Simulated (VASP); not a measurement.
# LaCuTe2 (R-3m) in VASP: a series of runs, part 2 of 2

VASP 6.6.1.

## 4. Single point, PBE

This run uses another cell than the first one, of 29.27 Å³/atom, 1.064 times its volume.

The input, INCAR:

```
  PREC = Accurate
  ENCUT = 520
  EDIFF = 1E-6
  ISMEAR = 0
  SIGMA = 0.01
  LREAL = F
  LASPH = T
  NELM = 80
  ALGO = Normal
  ISIF = 2
  LWAVE = F
  LCHARG = F
  GGA = PE
  NBANDS = 25
```

The input, KPOINTS:

```
Automatic mesh
0
Gamma
  6 6 6
```

The input, POSCAR:

```
LaCuTe2
1.0
    2.2378723227      1.2920361879      6.7495388572
   -2.2378723227      1.2920361879      6.7495388572
    0.0000000000     -2.5840723758      6.7495388572
Cu La Te
1 1 2
Direct
    1.0000000000      0.0000000000      0.0000000000
    0.5000000000      0.5000000000      0.5000000000
    0.2608883541      0.2608883541      0.2608883541
    0.7391116459      0.7391116459      0.7391116459
```

Potentials or basis: VASP PAW PBE potentials, release 64 (Cu, La, Te).

On the command line:

```console
cat potpaw_PBE.64/Cu/POTCAR potpaw_PBE.64/La/POTCAR potpaw_PBE.64/Te/POTCAR > POTCAR
mpirun -np 1 vasp_std > vasp.out
```

OUTCAR:

```text
PREC = Accurate
   ENCUT = 520
   EDIFF = 1E-6
   ISMEAR = 0
   LREAL = F
   LASPH = T
   NELM = 80
   ISIF = 2
   GGA = PE

 ion  position               nearest neighbor table
   1  0.000  0.000  0.000-   4 2.97   3 2.97   4 2.97   4 2.97   3 2.97   3 2.97
   2  0.500  0.500  0.500-   3 3.21   4 3.21   3 3.21   3 3.21   4 3.21   4 3.21
   3  0.261  0.261  0.261-   1 2.97   1 2.97   1 2.97   2 3.21   2 3.21   2 3.21
   4  0.739  0.739  0.739-   1 2.97   1 2.97   1 2.97   2 3.21   2 3.21   2 3.21

  LATTYP: Found a trigonal (rhomboedric) cell.
 ALAT       =     7.2272888989
 COS(alpha) =     0.8082436408

  Lattice vectors:

 A1 = (   2.2378723227,   1.2920361879,   6.7495388572)
 A2 = (  -2.2378723227,   1.2920361879,   6.7495388572)
 A3 = (   0.0000000000,  -2.5840723758,   6.7495388572)

Analysis of symmetry for initial positions (statically):
=====================================================================
 Subroutine PRICEL returns:
 Original cell was already a primitive cell.

 Routine SETGRP: Setting up the symmetry group for a
 trigonal (rhombohedral) supercell.

 Subroutine GETGRP returns: Found 12 space group operations
 (whereof 12 operations were pure point group operations)
 out of a pool of 12 trial point group operations.

The static configuration has the point symmetry D_3d.

Analysis of symmetry for dynamics (positions and initial velocities):
=====================================================================
 Subroutine PRICEL returns:
 Original cell was already a primitive cell.

 Routine SETGRP: Setting up the symmetry group for a
 trigonal (rhombohedral) supercell.

 Subroutine GETGRP returns: Found 12 space group operations
 (whereof 12 operations were pure point group operations)
 out of a pool of 12 trial point group operations.

The dynamic configuration has the point symmetry D_3d.

 Subroutine INISYM returns: Found 12 space group operations
[... 118 lines left out ...]
   IALGO  =     38    algorithm
   IMIX   =      4    mixing-type and parameters
     AMIX     =   0.40;   BMIX     =  1.00
     AMIX_MAG =   1.60;   BMIX_MAG =  1.00
  volume/ion in A,a.u.               =      29.27       197.55
  Fermi-wavevector in a.u.,A,eV,Ry     =   1.084067  2.048589 15.989577  1.175201
  Thomas-Fermi vector in A             =   2.220148
   LORBIT       =      0    0 simple, 1 ext, 2 COOP (PROOUT), +10 PAW based schemes
   GGA     = PE    functional components
   LHFCALC =     F    Hartree Fock is set to
   AEXX    =    0.0000 exact exchange contribution
   IVDW    =     0    specifies the selected vdW correction
   LEPSILON=     F    determine dielectric tensor
   LRPA    =     F    only Hartree local field effects (RPA)
 non-spin polarized calculation
 Gauss-broadening in eV      SIGMA  =   0.01
  energy-cutoff  :      520.00
  volume of cell :      117.09
 maximum number of plane-waves:      3176
 NGX is ok and might be reduce to    54
   NGX = 27   NGY = 27   NGZ = 27

 number of electron      34.0000004 magnetization

 Free energy of the ion-electron system (eV)
  ---------------------------------------------------
  ext. energy  EPLUGINS =         0.00000000
  ---------------------------------------------------
  free energy    TOTEN  =       -18.04770650 eV

  energy without entropy =      -18.04770650  energy(sigma->0) =      -18.04770650

 E-fermi :   6.3832     XC(G=0):  -9.5786

 val. band max:        6.3167327537   @ k =   0.1667   0.1667  -0.0000
 cond. band min:       7.1028757433   @ k =   0.5000   0.5000   0.0000
 fundamental gap:      0.7861429896
 Fermi energy:         6.3831933921

 k-point     1 :       0.0000    0.0000    0.0000
  band No.  band energies     occupation
      1     -26.3923      2.00000
      2     -10.3135      2.00000
      3     -10.0295      2.00000
      4     -10.0295      2.00000
      5      -4.9780      2.00000
      6      -3.5645      2.00000
[... 661 lines left out ...]
     24       8.5606      0.00000
     25       8.6201      0.00000

 [... further k-points ...]

------------------------ aborting loop because EDIFF is reached ----------------------------------------

  FORCE on cell =-STRESS in cart. coord.  units (eV):
  Direction    XX          YY          ZZ          XY          YZ          ZX
  --------------------------------------------------------------------------------------
  -------------------------------------------------------------------------------------
  Total        0.1629345      0.1629345     -0.0412884      0.0000000      0.0000000      0.0000000
  in kB        2.2294009      2.2294009     -0.5649415      0.0000000      0.0000000      0.0000000
  external PRESSURE =       1.2979534 kB  Pullay stress =       0.0000000 kB

 VOLUME and BASIS-vectors are now :
 -----------------------------------------------------------------------------
  energy-cutoff  :      520.00
  volume of cell :      117.09
      direct lattice vectors                 reciprocal lattice vectors
     2.237872323  1.292036188  6.749538857     0.223426509  0.128995355  0.049386090
    -2.237872323  1.292036188  6.749538857    -0.223426509  0.128995355  0.049386090
     0.000000000 -2.584072376  6.749538857     0.000000000 -0.257990710  0.049386090

 POSITION                                       TOTAL-FORCE (eV/Angst)
 -----------------------------------------------------------------------------------
      0.00000      0.00000      0.00000         0.000000      0.000000     -0.000000
      0.00000      0.00000     10.12431         0.000000      0.000000     -0.000000
      0.00000      0.00000      5.28263         0.000000     -0.000000      0.056058
      0.00000      0.00000     14.96599         0.000000      0.000000     -0.056058
 -----------------------------------------------------------------------------------
    total drift:                                0.000000      0.000000      0.000000

  FREE ENERGIE OF THE ION-ELECTRON SYSTEM (eV)
  ---------------------------------------------------
  free  energy   TOTEN  =       -18.0477065035 eV

  energy  without entropy=      -18.0477065035  energy(sigma->0) =      -18.04770650
```

OSZICAR:

```text
N       E                     dE             d eps       ncg     rms          rms(c)
DAV:   1     0.274319015133E+03    0.27432E+03   -0.13170E+04  1608   0.166E+03
DAV:   2     0.257717892660E+02   -0.24855E+03   -0.23068E+03  1832   0.291E+02
DAV:   3    -0.156679018682E+02   -0.41440E+02   -0.38479E+02  2330   0.132E+02
[... 11 lines left out ...]
DAV:  15    -0.180477197348E+02    0.12920E-03   -0.19983E-03  2916   0.439E-01    0.610E-02
DAV:  16    -0.180477395236E+02   -0.19789E-04   -0.11619E-04  2613   0.670E-02    0.769E-02
DAV:  17    -0.180477150744E+02    0.24449E-04   -0.63248E-05  2824   0.876E-02    0.406E-02
DAV:  18    -0.180477072921E+02    0.77823E-05   -0.47726E-05  2693   0.120E-01    0.547E-02
DAV:  19    -0.180477065035E+02    0.78865E-06   -0.90719E-06  2276   0.198E-02
   1 F= -.18047707E+02 E0= -.18047707E+02  d E =-.102864E-22
```

stdout:

```text
POSCAR found type information on POSCAR CuLaTe
 POSCAR found :  3 types and       4 ions
 scaLAPACK will be used
 LDA part: xc-table for (Slater+PW92), standard interpolation
 POSCAR, INCAR and KPOINTS ok, starting setup
 FFT: planning ... GRIDC
 FFT: planning ... GRID_SOFT
 FFT: planning ... GRID
 WAVECAR not read
 entering main loop
```

Run time: 3.4 min. Hardware: 1 thread of Intel Xeon 6975P-C (Granite Rapids), shared host; peak memory 0.47 GiB.

Results:

| Item | Value |
| --- | --- |
| Free energy | -18.0477 eV |
| Pressure | 0.1 GPa |
| Largest force | 0.056 eV/Å |
| Band gap on the k mesh | 0.79 eV, indirect (least direct gap 1.27 eV) |

Forces on the atoms (eV/Å):
```
Cu   0.000  0.000  0.000
La   0.000  0.000  0.000
Te   0.000  0.000  0.056
Te   0.000  0.000 -0.056
```

Levels at points of the mesh, in eV from the valence-band top:
| k point | band 15 | band 16 | band 17 | band 18 | band 19 | band 20 |
| --- | --- | --- | --- | --- | --- | --- |
| (0.00, 0.00, 0.00) | -0.74 | -0.74 | -0.18 | 1.63 | 1.91 | 1.93 |
| (0.50, 0.00, 0.00) | -1.45 | -0.29 | -0.05 | 1.40 | 2.03 | 2.05 |
| (0.50, 0.50, 0.00) | -1.27 | -0.68 | -0.48 | 0.79 | 1.56 | 1.91 |
| (0.50, 0.50, 0.50) | -1.38 | -0.04 | -0.04 | 1.56 | 1.87 | 1.87 |

Caveat: spin-orbit coupling is left out, which moves the levels of the heavy elements.

## 5. Single point, PBE

This run uses another cell than the first one, of 29.27 Å³/atom, 1.064 times its volume.

The input, INCAR:

```
PREC = Accurate ; ENCUT = 520
EDIFF = 1E-6 ; ISMEAR = 0
SIGMA = 0.01 ; LREAL = False
LASPH = True ; NELM = 60
ALGO = Normal ; ISIF = 2
LWAVE = False ; LCHARG = True
GGA = PE ; LELF = True
LVHAR = True ; NBANDS = 25
```

The input, KPOINTS:

```
regular mesh
0
Gamma
  6 6 6
```

The input, POSCAR:

```
LaCuTe2
1.0
    2.2428380897      1.2949031749      6.7181480427
   -2.2428380897      1.2949031749      6.7181480427
    0.0000000000     -2.5898063497      6.7181480427
Cu La Te
1 1 2
Direct
    1.0000000000      0.0000000000      0.0000000000
    0.5000000000      0.5000000000      0.5000000000
    0.2613436614      0.2613436614      0.2613436614
    0.7386563386      0.7386563386      0.7386563386
```

On the command line:

```console
cat potpaw_PBE.64/Cu/POTCAR potpaw_PBE.64/La/POTCAR potpaw_PBE.64/Te/POTCAR > POTCAR
mpirun -np 1 vasp_std > vasp.out
```

It took 4.4 min on 1 thread of Intel Xeon 6975P-C (Granite Rapids), shared host; peak memory 0.47 GiB.

The run converged. Its results:

- Free energy: -18.0486 eV
- Pressure: 0.0 GPa
- Largest force: 0.011 eV/Å
- Band gap on the k mesh: 0.79 eV, indirect (least direct gap 1.27 eV)

Forces on the atoms (eV/Å):
```
Cu   0.000  0.000  0.000
La   0.000  0.000  0.000
Te   0.000  0.000 -0.011
Te   0.000  0.000  0.011
```

Levels at points of the mesh, in eV from the valence-band top:
```csv
k point,band 14,band 15,band 16,band 17,band 18,band 19,band 20,band 21
"(0.00, 0.00, 0.00)",-0.86,-0.75,-0.75,-0.15,1.64,1.89,1.92,1.92
"(0.50, 0.00, 0.00)",-1.49,-1.47,-0.29,-0.05,1.42,2.02,2.03,2.09
"(0.50, 0.50, 0.00)",-1.47,-1.25,-0.68,-0.48,0.79,1.56,1.90,2.01
"(0.50, 0.50, 0.50)",-1.55,-1.39,-0.05,-0.05,1.52,1.86,1.86,1.92
```

Caveat: spin-orbit coupling is left out, which moves the levels of the heavy elements. A k mesh can miss the band edges.

## 6. Single point, PBE (volume changed by +3%)

The input, INCAR:

```
PREC     = Accurate       # precision mode
ENCUT    = 520            # plane-wave cutoff, eV
EDIFF    = 1E-6           # SCF threshold, eV
ISMEAR   = 0              # smearing method
SIGMA    = 0.01           # smearing width, eV
LREAL    = False          # projectors in reciprocal space
LASPH    = True           # aspherical terms in the spheres
NELM     = 60             # most SCF steps
ALGO     = Normal         # electronic algorithm
ISIF     = 2              # what is computed and relaxed
LWAVE    = False          # write WAVECAR
LCHARG   = False          # write CHGCAR
GGA      = PE             # functional
NBANDS   = 25             # bands
```

KPOINTS is that of step 5.

The input, POSCAR:

```
LaCuTe2
1.0
    2.2650458517      1.3077248322      6.7846686861
   -2.2650458517      1.3077248322      6.7846686861
    0.0000000000     -2.6154496644      6.7846686861
Cu La Te
1 1 2
Direct
    1.0000000000      0.0000000000      0.0000000000
    0.5000000000      0.5000000000      0.5000000000
    0.2613436614      0.2613436614      0.2613436614
    0.7386563386      0.7386563386      0.7386563386
```

Potentials or basis: VASP PAW PBE potentials, release 64 (Cu, La, Te).

On the command line:

```console
cat potpaw_PBE.64/Cu/POTCAR potpaw_PBE.64/La/POTCAR potpaw_PBE.64/Te/POTCAR > POTCAR
mpirun -np 1 vasp_std > vasp.out
```

Run time: 4.6 min. Hardware: 1 thread of Intel Xeon 6975P-C (Granite Rapids), shared host; peak memory 0.47 GiB.

Results (log left out):

```yaml
Free_energy: -18.0322 eV
Pressure: -1.4 GPa
Largest_force: 0.096 eV/Å
Band_gap_on_the_k_mesh: 0.85 eV, indirect (least direct gap 1.30 eV)
```

Forces on the atoms (eV/Å):
```
Cu   0.000  0.000  0.000
La   0.000  0.000  0.000
Te   0.000  0.000 -0.096
Te   0.000  0.000  0.096
```

Levels at points of the mesh, in eV from the valence-band top:
```
           k point  band 15  band 16  band 17  band 18  band 19  band 20
(0.00, 0.00, 0.00)    -0.72    -0.72    -0.14     1.57     1.85     1.94
(0.50, 0.00, 0.00)    -1.38    -0.29    -0.04     1.43     1.95     1.96
(0.50, 0.50, 0.00)    -1.20    -0.63    -0.45     0.85     1.54     1.85
(0.50, 0.50, 0.50)    -1.31    -0.03    -0.03     1.54     1.87     1.88
```

Caveat: the cell differs from its parent crystal (volume changed by +3%); spin-orbit coupling is left out, which moves the levels of the heavy elements. A k mesh can miss the band edges.

## 7. Overview

| cell | gap on the mesh (eV) | pressure (GPa) | largest force (eV/Å) |
| --- | --- | --- | --- |
| a = 7.053 Å, angles 36.3°, 4 atoms | 0.66 | 3.6 | 0.18 |
| a = 7.127 Å, angles 36.3°, 4 atoms | 0.73 | 1.6 | 0.08 |
| a = 7.227 Å, angles 36.1°, 4 atoms | 0.79 | 0.1 | 0.06 |
| a = 7.200 Å, angles 36.3°, 4 atoms | 0.79 | 0.0 | 0.01 |
| a = 7.271 Å, angles 36.3°, 4 atoms | 0.85 | -1.4 | 0.10 |

Alike in all rows: task single point; level PBE; potentials or basis VASP PAW PBE potentials, release 64 (Cu, La, Te); no spin polarisation; k mesh 6 × 6 × 6; cutoff (eV) 520; smearing gaussian 0.01 eV.

Caveats: spin-orbit coupling is left out, which moves the levels of the heavy elements.

Total energies depend on the potentials used, so only differences within one code and one set of settings carry meaning.
